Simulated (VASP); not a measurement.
# Pt (Im-3m) in VASP: single point with LDA

Aim: the single point of Pt with LDA.

Everything below comes from runs of VASP 6.6.1. Logs are shortened: lines on timing, memory, paths and dates and some standing lists are left out, and cuts for length are marked.

## 1. The cell of the first run

The structure is cubic, space group Im-3m (No. 229). Conventional cell: a = 3.059 Å, b = 3.059 Å, c = 3.059 Å, α = 90.00°, β = 90.00°, γ = 90.00°. Within 3.5 Å of Pt (site symmetry m-3m) lie 14 Pt at 2.65 to 3.06 Å.

This isn't the form of Pt at room conditions, which is fcc.

## 2. Single point, LDA (14.32 Å³/atom)

The input, INCAR:

```
SYSTEM = Pt
PREC = Accurate
ENCUT = 570
EDIFF = 1E-6
ISMEAR = 0
SIGMA = 0.15
LREAL = .FALSE.
LASPH = .TRUE.
NELM = 120
ALGO = Normal
ISIF = 2
LWAVE = .FALSE.
LCHARG = .TRUE.
LELF = .TRUE.
LVHAR = .TRUE.
NBANDS = 15
GGA_COMPAT = .FALSE.
```

The input, KPOINTS:

```
Automatic mesh
0
G
  22 22 22
  0 0 0
```

The input, POSCAR:

```
Pt
1.0
   -1.5296329591      1.5296329591      1.5296329591
    1.5296329591     -1.5296329591      1.5296329591
    1.5296329591      1.5296329591     -1.5296329591
Pt
1
Direct
    0.0000000000      0.0000000000      0.0000000000
```

Potentials or basis: VASP PAW LDA potentials, release 64 (Pt_sv_GW).

Launch:

```console
cat potpaw_LDA.64/Pt_sv_GW/POTCAR > POTCAR
mpirun -np 1 vasp_std > vasp.out
```

OUTCAR:

```text
SYSTEM = Pt
   PREC = Accurate
   ENCUT = 570
   EDIFF = 1E-6
   ISMEAR = 0
   LREAL = .FALSE.
   LASPH = .TRUE.
   NELM = 120
   ISIF = 2

 ion  position               nearest neighbor table
   1  0.000  0.000  0.000-

  LATTYP: Found a body centered cubic cell.
 ALAT       =     3.0592659182

  Lattice vectors:

 A1 = (  -1.5296329591,   1.5296329591,   1.5296329591)
 A2 = (   1.5296329591,  -1.5296329591,   1.5296329591)
 A3 = (   1.5296329591,   1.5296329591,  -1.5296329591)

Analysis of symmetry for initial positions (statically):
=====================================================================
 Subroutine PRICEL returns:
 Original cell was already a primitive cell.

 Routine SETGRP: Setting up the symmetry group for a
 body centered cubic supercell.

 Subroutine GETGRP returns: Found 48 space group operations
 (whereof 48 operations were pure point group operations)
 out of a pool of 48 trial point group operations.

The static configuration has the point symmetry O_h .

Analysis of symmetry for dynamics (positions and initial velocities):
=====================================================================
 Subroutine PRICEL returns:
 Original cell was already a primitive cell.

 Routine SETGRP: Setting up the symmetry group for a
 body centered cubic supercell.

 Subroutine GETGRP returns: Found 48 space group operations
 (whereof 48 operations were pure point group operations)
 out of a pool of 48 trial point group operations.

The dynamic configuration has the point symmetry O_h .

 Subroutine INISYM returns: Found 48 space group operations
 (whereof 48 operations are pure point group operations),
 and found     1 'primitive' translations

----------------------------------------------------------------------------------------

                                     Primitive cell

  volume of cell :      14.3160

  direct lattice vectors                    reciprocal lattice vectors
    -1.529632959  1.529632959  1.529632959     0.000000000  0.326875802  0.326875802
     1.529632959 -1.529632959  1.529632959     0.326875802  0.000000000  0.326875802
     1.529632959  1.529632959 -1.529632959     0.326875802  0.326875802  0.000000000

  length of vectors
     2.649402002  2.649402002  2.649402002     0.462272192  0.462272192  0.462272192

  position of ions in fractional coordinates (direct lattice)
     0.000000000  0.000000000  0.000000000

  ion indices of the primitive-cell ions
   primitive index   ion index
                 1           1

----------------------------------------------------------------------------------------

 KPOINTS: Automatic mesh

Automatic generation of k-mesh.
 Grid dimensions read from file:
 generate k-points for:   22   22   22

 Generating k-lattice:

  Cartesian coordinates                     Fractional coordinates (reciprocal lattice)
     0.000000000  0.014857991  0.014857991     0.045454545  0.000000000  0.000000000
     0.014857991  0.000000000  0.014857991     0.000000000  0.045454545  0.000000000
     0.014857991  0.014857991  0.000000000     0.000000000  0.000000000  0.045454545

  Length of vectors
     0.021012372  0.021012372  0.021012372

  Shift w.r.t. Gamma in fractional coordinates (k-lattice)
     0.000000000  0.000000000  0.000000000

 Subroutine IBZKPT returns following result:
 ===========================================

 Found    328 irreducible k-points:

 Following reciprocal coordinates:
            Coordinates               Weight
  0.000000  0.000000  0.000000      1.000000
  0.045455  0.000000  0.000000     12.000000
  0.090909  0.000000  0.000000     12.000000
  0.136364  0.000000  0.000000     12.000000
  0.181818  0.000000  0.000000     12.000000
  0.227273  0.000000  0.000000     12.000000
[... 16 lines left out ...]
  0.090909  0.090909  0.000000     24.000000
  0.136364  0.090909  0.000000     48.000000
 [... further k-points ...]
   k-points           NKPTS =    328   k-points in BZ     NKDIM =    328   number of bands    NBANDS=     15
   number of dos      NEDOS =    301   number of ions     NIONS =      1
   total plane-waves  NPLWV =  13824
   dimension x,y,z NGX =    24 NGY =   24 NGZ =   24
   dimension x,y,z NGXF=    48 NGYF=   48 NGZF=   48
   ions per type =               1
   NGX,Y,Z   is equivalent  to a cutoff of  15.06, 15.06, 15.06 a.u.
   NGXF,Y,Z  is equivalent  to a cutoff of  30.12, 30.12, 30.12 a.u.
 SYSTEM =  Pt
   PREC   = accura    normal or accurate (medium, high low for compatibility)
   ISTART =      0    job   : 0-new  1-cont  2-samecut
   ICHARG =      2    charge: 1-file 2-atom 10-const
   ISPIN  =      1    spin polarized calculation?
   LNONCOLLINEAR =      F non collinear calculations
   LSORBIT =      F    spin-orbit coupling
   LASPH  =      T    aspherical Exc in radial PAW
   ENCUT  =  570.0 eV  41.89 Ry    6.47 a.u.   5.16  5.16  5.16*2*pi/ulx,y,z
   NELM   =    120;   NELMIN=  2; NELMDL= -5     # of ELM steps
   EDIFF  = 0.1E-05   stopping-criterion for ELM
   LREAL  =      F    real-space projection
   EDIFFG = 0.1E-04   stopping-criterion for IOM
   NSW    =      0    number of steps for IOM
   IBRION =     -1    ionic relax: 0-MD 1-quasi-New 2-CG
   NFREE  =      0    steps in history (QN), initial steepest desc. (CG)
   ISIF   =      2    stress and relaxation
   ISYM   =      2    0-nonsym 1-usesym 2-fastsym
   POTIM  = 0.5000    time-step for ionic-motion
   TEBEG  =    0.0;   TEEND  =   0.0 temperature during run
   PSTRESS=    0.0 pullay stress
   NELECT =      18.0000    total number of electrons
   NUPDOWN=      -1.0000    fix difference up-down
   EMIN   =  10.00;   EMAX   =-10.00  energy-range for DOS
   EFERMI =   0.00;   METHOD = LEGACY
   ISMEAR =     0;   SIGMA  =   0.15  broadening in eV -4-tet -1-fermi 0-gaus
   EFERMI_NEDOS =   21; number of points for ismear=-14 and -15
   IALGO  =     38    algorithm
   IMIX   =      4    mixing-type and parameters
     AMIX     =   0.40;   BMIX     =  1.00
     AMIX_MAG =   1.60;   BMIX_MAG =  1.00
  volume/ion in A,a.u.               =      14.32        96.61
  Fermi-wavevector in a.u.,A,eV,Ry     =   1.766953  3.339058 42.479082  3.122124
  Thomas-Fermi vector in A             =   2.834435
   LORBIT       =      0    0 simple, 1 ext, 2 COOP (PROOUT), +10 PAW based schemes
   GGA     = CA    functional components
   LHFCALC =     F    Hartree Fock is set to
   AEXX    =    0.0000 exact exchange contribution
   IVDW    =     0    specifies the selected vdW correction
   LEPSILON=     F    determine dielectric tensor
   LRPA    =     F    only Hartree local field effects (RPA)
 non-spin polarized calculation
 Gauss-broadening in eV      SIGMA  =   0.15
  energy-cutoff  :      570.00
  volume of cell :       14.32
 maximum number of plane-waves:       466
 NGX is ok and might be reduce to    24
   NGX = 11   NGY = 11   NGZ = 11

 number of electron      18.0000001 magnetization

 Free energy of the ion-electron system (eV)
  ---------------------------------------------------
  ext. energy  EPLUGINS =         0.00000000
  ---------------------------------------------------
  free energy    TOTEN  =        -7.18527708 eV

  energy without entropy =       -7.17385713  energy(sigma->0) =       -7.17956710

 E-fermi :  11.1804     XC(G=0): -14.7067

 val. band max:       11.1694089532   @ k =  -0.3636   0.5000   0.1364
 cond. band min:      11.1820996263   @ k =  -0.3636   0.4091   0.0909
 fundamental gap:      0.0126906731
 Fermi energy:        11.1804412555

 k-point     1 :       0.0000    0.0000    0.0000
  band No.  band energies     occupation
      1     -86.9492      2.00000
      2     -41.0927      2.00000
      3     -41.0927      2.00000
      4     -41.0927      2.00000
      5       0.6899      2.00000
      6       7.1492      2.00000
      7       7.1492      2.00000
      8       7.1492      2.00000
      9      10.0556      2.00000
     10      10.0556      2.00000
     11      28.2563      0.00000
     12      28.2563      0.00000
     13      28.2563      0.00000
     14      39.6658      0.00000
     15      39.6658      0.00000

 k-point     2 :       0.0455    0.0000    0.0000
  band No.  band energies     occupation
      1     -86.9486      2.00000
      2     -41.1055      2.00000
      3     -41.0971      2.00000
      4     -41.0927      2.00000
      5       0.7836      2.00000
      6       7.1098      2.00000
      7       7.1490      2.00000
      8       7.2271      2.00000
      9      10.0011      2.00000
     10      10.0580      2.00000
     11      28.3104      0.00000
     12      28.3708      0.00000
     13      28.3981      0.00000
     14      38.1661      0.00000
     15      38.8164      0.00000

 k-point     3 :       0.0909    0.0000    0.0000
  band No.  band energies     occupation
      1     -86.9456      2.00000
      2     -41.1413      2.00000
      3     -41.1094      2.00000
      4     -41.0925      2.00000
      5       1.0590      2.00000
      6       6.9965      2.00000
      7       7.1441      2.00000
      8       7.4585      2.00000
      9       9.8607      2.00000
     10      10.0663      2.00000
     11      28.4375      0.00000
     12      28.6479      0.00000
     13      28.8169      0.00000
     14      36.5394      0.00000
     15      37.3287      0.00000
[... 343 lines left out ...]
 k-point    23 :       0.0909    0.0909    0.0000
  band No.  band energies     occupation
      1     -86.9385      2.00000
      2     -41.2300      2.00000
      3     -41.1270      2.00000
      4     -41.1043      2.00000
      5       1.7522      2.00000
      6       6.8234      2.00000
      7       6.9561      2.00000
      8       8.1255      2.00000
      9       9.5718      2.00000
     10      10.1382      2.00000
     11      28.6346      0.00000
     12      29.1057      0.00000
     13      29.4540      0.00000
     14      34.1935      0.00000
     15      36.2259      0.00000

 k-point    24 :       0.1364    0.0909    0.0000
  band No.  band energies     occupation
      1     -86.9331      2.00000
      2     -41.2970      2.00000
      3     -41.1496      2.00000
      4     -41.1076      2.00000
      5       2.3027      2.00000
      6       6.6408      2.00000
      7       6.8707      2.00000
      8       8.6795      2.00000
      9       9.4393      2.00000
     10      10.2012      2.00000
     11      28.5043      0.00000
     12      28.6239      0.00000
     13      30.0852      0.00000
     14      33.4501      0.00000
     15      35.0855      0.00000

 [... further k-points ...]

------------------------ aborting loop because EDIFF is reached ----------------------------------------

  FORCE on cell =-STRESS in cart. coord.  units (eV):
  Direction    XX          YY          ZZ          XY          YZ          ZX
  --------------------------------------------------------------------------------------
  -------------------------------------------------------------------------------------
  Total        1.1924009      1.1924009      1.1924009      0.0000000      0.0000000      0.0000000
  in kB      133.4477288    133.4477288    133.4477288      0.0000000      0.0000000      0.0000000
  external PRESSURE =     133.4477288 kB  Pullay stress =       0.0000000 kB

 VOLUME and BASIS-vectors are now :
 -----------------------------------------------------------------------------
  energy-cutoff  :      570.00
  volume of cell :       14.32
      direct lattice vectors                 reciprocal lattice vectors
    -1.529632959  1.529632959  1.529632959     0.000000000  0.326875802  0.326875802
     1.529632959 -1.529632959  1.529632959     0.326875802  0.000000000  0.326875802
     1.529632959  1.529632959 -1.529632959     0.326875802  0.326875802  0.000000000

 POSITION                                       TOTAL-FORCE (eV/Angst)
 -----------------------------------------------------------------------------------
      0.00000      0.00000      0.00000         0.000000      0.000000      0.000000
 -----------------------------------------------------------------------------------
    total drift:                                0.000000      0.000000      0.000000

  FREE ENERGIE OF THE ION-ELECTRON SYSTEM (eV)
  ---------------------------------------------------
  free  energy   TOTEN  =        -7.1852770799 eV

  energy  without entropy=       -7.1738571273  energy(sigma->0) =       -7.17956710
```

It took 53 s on 1 thread of Intel Xeon Platinum 8488C (Sapphire Rapids), shared host; peak memory 0.2 GiB.

What came out:

```
Free energy            : -7.1853 eV
Pressure               : 13.3 GPa
Band gap on the k mesh : zero (bands 9 and 10 overlap by 2.55 eV)
```

Caveat: the cell stands under pressure; spin-orbit coupling is left out, which moves the levels of the heavy elements.
